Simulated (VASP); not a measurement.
# TiC (rocksalt type): relaxation of cell and atoms with PBE

Crystal: TiC (rocksalt type).

```
CELL_PARAMETERS angstrom
0.00000 2.11461 2.11461
2.11461 0.00000 2.11461
2.11461 2.11461 0.00000
ATOMIC_POSITIONS crystal
Ti 0.00000 0.00000 0.00000
C 0.50000 0.50000 0.50000
```

```
Program                : VASP 6.6.1
Task                   : relaxation of cell and atoms
Functional             : PBE
Potentials or basis    : VASP PAW PBE potentials, release 64 (Ti_sv, C)
Cutoff                 : 600 eV
k mesh                 : 16 × 16 × 16
Occupations            : fermi-dirac, width 0.08 eV
Spin                   : no spin polarisation
Target pressure        : 21 GPa
Dipole correction      : no
Further INCAR settings : ALGO = Normal; EDIFF = 1e-06; IBRION = 2; EDIFFG = -0.005; NSW = 60; ISIF = 3
```

The relaxed volume is 9.46 Å³/atom, the relaxed cell is a = 2.991 Å, b = 2.991 Å, c = 2.991 Å, α = 60.00°, β = 60.00°, γ = 60.00° and the space group after relaxing (to 0.05 Å) is Fm-3m (No. 225). The energy change on relaxing (the enthalpy is what falls) is -0.3 meV/atom, the ionic steps are 4 and the pressure after relaxing is 20.9 GPa. The band gap on the k mesh is zero (band 8 reaches 10.99 eV, above the bottom of band 9 at 9.85 eV).

The path:
```
step  energy change (eV)  largest force (eV/Å)  pressure (GPa)  volume (Å³)
   1              0.0000                0.0000           21.10        18.91
   2             -0.0022                0.0000           20.88        18.93
   3             -0.0010                0.0000           20.91        18.92
   4             -0.0005                0.0000           20.92        18.92
```

Final structure:
```cif
data_structure
_symmetry_space_group_name_H-M 'P 1'
_symmetry_Int_Tables_number 1
_cell_length_a 2.9907
_cell_length_b 2.9907
_cell_length_c 2.9907
_cell_angle_alpha 60.000
_cell_angle_beta 60.000
_cell_angle_gamma 60.000
_cell_volume 18.92
loop_
_atom_site_label
_atom_site_type_symbol
_atom_site_fract_x
_atom_site_fract_y
_atom_site_fract_z
_atom_site_occupancy
Ti1 Ti 0.00000 0.00000 0.00000 1
C1 C 0.50000 0.50000 0.50000 1
```

Levels at points of the mesh, in eV from the Fermi level:
```csv
k point,band 4,band 5,band 6,band 7,band 8,band 9,band 10,band 11,band 12
"(0.00, 0.00, 0.00)",-32.36,-12.73,0.72,0.72,0.72,1.77,1.77,1.77,1.87
"(0.50, 0.00, 0.00)",-32.42,-8.89,-6.17,-3.13,-3.13,3.21,3.21,4.52,8.62
"(0.50, 0.50, 0.00)",-32.58,-10.40,-3.47,-1.84,0.03,0.03,2.98,3.88,3.88
```

Run time: 48 s on 1 thread of Intel(R) Xeon(R) Platinum 8488C (Sapphire Rapids), on a shared host, peak memory 0.17 GiB.

Caveat: the cell is relaxed towards a set pressure, so the enthalpy falls and the energy may rise.
